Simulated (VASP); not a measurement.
# AlGa3Sb4 (P-43m) in VASP: a series of runs, part 2 of 2

VASP 6.6.1. Earlier steps stand in the parts before.

### Step 3. Relaxation of cell and atoms, PBE

This run uses another cell than the first one, of 23.56 Å³/atom.

The input, INCAR:

```
PREC = Accurate
ENCUT = 600
EDIFF = 1E-6
ISMEAR = 0
SIGMA = 0.1
LREAL = False
LASPH = True
NELM = 80
ALGO = Normal
ISIF = 3
LWAVE = False
LCHARG = False
GGA = PE
IBRION = 2
NSW = 100
EDIFFG = -0.05
```

The input, KPOINTS:

```
regular mesh
0
Gamma
  4 4 4
```

The input, POSCAR:

```
AlGa3Sb4
1.0
    5.7337330051      0.0000000000      0.0000000000
    0.0000000000      5.7337330051      0.0000000000
    0.0000000000      0.0000000000      5.7337330051
Al Ga Sb
1 3 4
Direct
    0.0000000000      0.0000000000      0.0000000000
    0.5000000000      0.5000000000      0.0000000000
    0.5000000000      0.0000000000      0.5000000000
    0.0000000000      0.5000000000      0.5000000000
    0.7557144200      0.7557144200      0.2442855800
    0.7557144200      0.2442855800      0.7557144200
    0.2442855800      0.7557144200      0.7557144200
    0.2442855800      0.2442855800      0.2442855800
```

Potentials or basis: VASP PAW PBE potentials, release 64 (Al, Ga_d, Sb).

On the command line:

```bash
$ cat potpaw_PBE.64/Al/POTCAR potpaw_PBE.64/Ga_d/POTCAR potpaw_PBE.64/Sb/POTCAR > POTCAR
$ mpirun -np 1 vasp_std > vasp.out
```

OUTCAR:

```text
PREC = Accurate
   ENCUT = 600
   EDIFF = 1E-6
   ISMEAR = 0
   LREAL = False
   LASPH = True
   NELM = 80
   ISIF = 3
   GGA = PE
   IBRION = 2
   NSW = 100
   EDIFFG = -0.05

 ion  position               nearest neighbor table
   1  0.000  0.000  0.000-   5 2.43   6 2.43   7 2.43   8 2.43
   2  0.500  0.500  0.000-   5 2.50   6 2.50   7 2.50   8 2.50
   3  0.500  0.000  0.500-   5 2.50   6 2.50   7 2.50   8 2.50
   4  0.000  0.500  0.500-   5 2.50   6 2.50   7 2.50   8 2.50
   5  0.756  0.756  0.244-   1 2.43   2 2.50   3 2.50   4 2.50
   6  0.756  0.244  0.756-   1 2.43   2 2.50   3 2.50   4 2.50
   7  0.244  0.756  0.756-   1 2.43   2 2.50   3 2.50   4 2.50
   8  0.244  0.244  0.244-   1 2.43   2 2.50   3 2.50   4 2.50

  LATTYP: Found a simple cubic cell.
 ALAT       =     5.7337330051

  Lattice vectors:

 A1 = (   5.7337330051,   0.0000000000,   0.0000000000)
 A2 = (   0.0000000000,   5.7337330051,   0.0000000000)
 A3 = (   0.0000000000,   0.0000000000,   5.7337330051)

Analysis of symmetry for initial positions (statically):
=====================================================================
 Subroutine PRICEL returns:
 Original cell was already a primitive cell.

 Routine SETGRP: Setting up the symmetry group for a
 simple cubic supercell.

 Subroutine GETGRP returns: Found 24 space group operations
 (whereof 24 operations were pure point group operations)
 out of a pool of 48 trial point group operations.

The static configuration has the point symmetry T_d .

Analysis of symmetry for dynamics (positions and initial velocities):
=====================================================================
 Subroutine PRICEL returns:
 Original cell was already a primitive cell.

 Routine SETGRP: Setting up the symmetry group for a
 simple cubic supercell.

 Subroutine GETGRP returns: Found 24 space group operations
 (whereof 24 operations were pure point group operations)
 out of a pool of 48 trial point group operations.

The dynamic configuration has the point symmetry T_d .

 Subroutine INISYM returns: Found 24 space group operations
 (whereof 24 operations are pure point group operations),
 and found     1 'primitive' translations

----------------------------------------------------------------------------------------

                                     Primitive cell

  volume of cell :     188.5005

  direct lattice vectors                    reciprocal lattice vectors
     5.733733005  0.000000000  0.000000000     0.174406447  0.000000000  0.000000000
     0.000000000  5.733733005  0.000000000     0.000000000  0.174406447  0.000000000
     0.000000000  0.000000000  5.733733005     0.000000000  0.000000000  0.174406447

  length of vectors
     5.733733005  5.733733005  5.733733005     0.174406447  0.174406447  0.174406447

  position of ions in fractional coordinates (direct lattice)
     0.000000000  0.000000000  0.000000000
     0.500000000  0.500000000  0.000000000
     0.500000000  0.000000000  0.500000000
     0.000000000  0.500000000  0.500000000
     0.755714420  0.755714420  0.244285580
     0.755714420  0.244285580  0.755714420
     0.244285580  0.755714420  0.755714420
     0.244285580  0.244285580  0.244285580

  ion indices of the primitive-cell ions
   primitive index   ion index
                 1           1
                 2           2
                 3           3
                 4           4
                 5           5
                 6           6
                 7           7
                 8           8

----------------------------------------------------------------------------------------

 KPOINTS: regular mesh

Automatic generation of k-mesh.
 Grid dimensions read from file:
 generate k-points for:    4    4    4

 Generating k-lattice:

  Cartesian coordinates                     Fractional coordinates (reciprocal lattice)
     0.043601612  0.000000000  0.000000000     0.250000000  0.000000000  0.000000000
     0.000000000  0.043601612  0.000000000     0.000000000  0.250000000  0.000000000
     0.000000000  0.000000000  0.043601612     0.000000000  0.000000000  0.250000000

  Length of vectors
     0.043601612  0.043601612  0.043601612

  Shift w.r.t. Gamma in fractional coordinates (k-lattice)
     0.000000000  0.000000000  0.000000000

 Subroutine IBZKPT returns following result:
 ===========================================

 Found     10 irreducible k-points:

 Following reciprocal coordinates:
            Coordinates               Weight
  0.000000  0.000000  0.000000      1.000000
  0.250000  0.000000  0.000000      6.000000
  0.500000  0.000000  0.000000      3.000000
  0.250000  0.250000  0.000000     12.000000
  0.500000  0.250000  0.000000     12.000000
  0.500000  0.500000  0.000000      3.000000
  0.250000  0.250000  0.250000      8.000000
  0.500000  0.250000  0.250000     12.000000
  0.500000  0.500000  0.250000      6.000000
  0.500000  0.500000  0.500000      1.000000
   k-points           NKPTS =     10   k-points in BZ     NKDIM =     10   number of bands    NBANDS=     37
   number of dos      NEDOS =    301   number of ions     NIONS =      8
   total plane-waves  NPLWV = 110592
   dimension x,y,z NGX =    48 NGY =   48 NGZ =   48
   dimension x,y,z NGXF=    96 NGYF=   96 NGZF=   96
   ions per type =               1   3   4
   NGX,Y,Z   is equivalent  to a cutoff of  13.92, 13.92, 13.92 a.u.
   NGXF,Y,Z  is equivalent  to a cutoff of  27.83, 27.83, 27.83 a.u.
 SYSTEM =  unknown system
   PREC   = accura    normal or accurate (medium, high low for compatibility)
   ISTART =      0    job   : 0-new  1-cont  2-samecut
   ICHARG =      2    charge: 1-file 2-atom 10-const
   ISPIN  =      1    spin polarized calculation?
   LNONCOLLINEAR =      F non collinear calculations
   LSORBIT =      F    spin-orbit coupling
   LASPH  =      T    aspherical Exc in radial PAW
   ENCUT  =  600.0 eV  44.10 Ry    6.64 a.u.  11.45 11.45 11.45*2*pi/ulx,y,z
   NELM   =     80;   NELMIN=  2; NELMDL= -5     # of ELM steps
   EDIFF  = 0.1E-05   stopping-criterion for ELM
   LREAL  =      F    real-space projection
   EDIFFG = -.5E-01   stopping-criterion for IOM
   NSW    =    100    number of steps for IOM
   IBRION =      2    ionic relax: 0-MD 1-quasi-New 2-CG
   NFREE  =      1    steps in history (QN), initial steepest desc. (CG)
   ISIF   =      3    stress and relaxation
   ISYM   =      2    0-nonsym 1-usesym 2-fastsym
   POTIM  = 0.5000    time-step for ionic-motion
   TEBEG  =    0.0;   TEEND  =   0.0 temperature during run
   PSTRESS=    0.0 pullay stress
   NELECT =      62.0000    total number of electrons
   NUPDOWN=      -1.0000    fix difference up-down
   EMIN   =  10.00;   EMAX   =-10.00  energy-range for DOS
   EFERMI =   0.00;   METHOD = LEGACY
   ISMEAR =     0;   SIGMA  =   0.10  broadening in eV -4-tet -1-fermi 0-gaus
   EFERMI_NEDOS =   21; number of points for ismear=-14 and -15
   IALGO  =     38    algorithm
   IMIX   =      4    mixing-type and parameters
     AMIX     =   0.40;   BMIX     =  1.00
     AMIX_MAG =   1.60;   BMIX_MAG =  1.00
  volume/ion in A,a.u.               =      23.56       159.01
  Fermi-wavevector in a.u.,A,eV,Ry     =   1.130059  2.135503 17.375105  1.277034
  Thomas-Fermi vector in A             =   2.266755
   LORBIT       =      0    0 simple, 1 ext, 2 COOP (PROOUT), +10 PAW based schemes
   GGA     = PE    functional components
   LHFCALC =     F    Hartree Fock is set to
   AEXX    =    0.0000 exact exchange contribution
   IVDW    =     0    specifies the selected vdW correction
   LEPSILON=     F    determine dielectric tensor
   LRPA    =     F    only Hartree local field effects (RPA)
 conjugate gradient relaxation of ions
 non-spin polarized calculation
 Gauss-broadening in eV      SIGMA  =   0.10
  energy-cutoff  :      600.00
  volume of cell :      188.50
 maximum number of plane-waves:      6355
 NGX is ok and might be reduce to    48
   NGX = 23   NGY = 23   NGZ = 23

--------------------------------------- Ionic step        1  -------------------------------------------

 number of electron      62.0000043 magnetization

 Free energy of the ion-electron system (eV)
  ---------------------------------------------------
  ext. energy  EPLUGINS =         0.00000000
  ---------------------------------------------------
  free energy    TOTEN  =       -27.56960577 eV

  energy without entropy =      -27.56958806  energy(sigma->0) =      -27.56959692

 E-fermi :   7.1995     XC(G=0):  -9.8435

 val. band max:        6.9611170605   @ k =   0.0000   0.0000   0.0000
 cond. band min:       7.4299580314   @ k =   0.0000   0.0000   0.0000
 fundamental gap:      0.4688409708
 Fermi energy:         7.1995445071

 k-point     1 :       0.0000    0.0000    0.0000
  band No.  band energies     occupation
      1      -8.4096      2.00000
      2      -8.4096      2.00000
      3      -8.4096      2.00000
      4      -8.3381      2.00000
      5      -8.3381      2.00000
      6      -8.3381      2.00000
[... 596 lines left out ...]
  energy  without entropy=      -30.2750581794  energy(sigma->0) =      -30.27645244

--------------------------------------- Ionic step        6  -------------------------------------------

 number of electron      61.9999960 magnetization

 Free energy of the ion-electron system (eV)
  ---------------------------------------------------
  ext. energy  EPLUGINS =         0.00000000
  ---------------------------------------------------
  free energy    TOTEN  =       -30.28121064 eV

  energy without entropy =      -30.27842147  energy(sigma->0) =      -30.27981606

 E-fermi :   4.4017     XC(G=0):  -8.7621

 val. band max:        4.3683551371   @ k =   0.0000   0.0000   0.0000
 cond. band min:       4.6864264389   @ k =   0.5000   0.5000   0.5000
 fundamental gap:      0.3180713018
 Fermi energy:         4.4016794047

 k-point     1 :       0.0000    0.0000    0.0000
  band No.  band energies     occupation
      1     -10.5434      2.00000
      2     -10.5434      2.00000
      3     -10.5434      2.00000
      4     -10.5114      2.00000
      5     -10.5114      2.00000
      6     -10.5114      2.00000
[... 424 lines left out ...]
  FREE ENERGIE OF THE ION-ELECTRON SYSTEM (eV)
  ---------------------------------------------------
  free  energy   TOTEN  =       -30.2812106423 eV

  energy  without entropy=      -30.2784214702  energy(sigma->0) =      -30.27981606

 reached required accuracy - stopping structural energy minimisation
```

Wall time 3.2 min (1 thread of Intel Xeon 6975P-C (Granite Rapids), shared host); peak memory 0.38 GiB.

What came out:

```
Free energy                           : -30.2812 eV
Relaxed volume                        : 30.19 Å³/atom
Relaxed cell                          : a = 6.228 Å, b = 6.228 Å, c = 6.228 Å, α = 90.00°, β = 90.00°, γ = 90.00°
Space group after relaxing (to 0.1 Å) : P-43m (No. 215)
Energy gained by relaxing             : 339.0 meV/atom
Ionic steps                           : 6
Pressure after relaxing               : -0.1 GPa
Band gap on the k mesh                : 0.02 eV
```

Step by step:
```
step  energy change (eV)  largest force (eV/Å)  pressure (GPa)  volume (Å³)
   1              0.0000                1.1680           20.02       188.50
   2             -2.0159                0.0349           -4.86       280.78
   3             -2.7000                0.2479           -0.03       241.25
   4             -2.6997                0.2375           -0.22       242.40
   5             -2.7082                0.1231           -0.17       241.99
   6             -2.7116                0.0011           -0.10       241.55
```

Final structure:
```xyz
8
Lattice="6.2278 0.0000 0.0000 0.0000 6.2278 0.0000 0.0000 0.0000 6.2278" Properties=species:S:1:pos:R:3 pbc="T T T"
Al    0.0000    0.0000    6.2278
Ga    3.1139    3.1139    6.2278
Ga    3.1139    0.0000    3.1139
Ga    0.0000    3.1139    3.1139
Sb    4.6697    4.6697    1.5581
Sb    4.6697    1.5581    4.6697
Sb    1.5581    4.6697    4.6697
Sb    1.5581    1.5581    1.5581
```

Caveat: the volume moved by over 15 % at a fixed basis, so the end points are rough; the smearing spreads over this small gap; semilocal functionals underestimate gaps, and a narrow one can read as zero; spin-orbit coupling is left out, which moves the levels of the heavy elements. A k mesh can miss the band edges.

The gap in the log of VASP goes by the Fermi energy; the results here count the filled bands.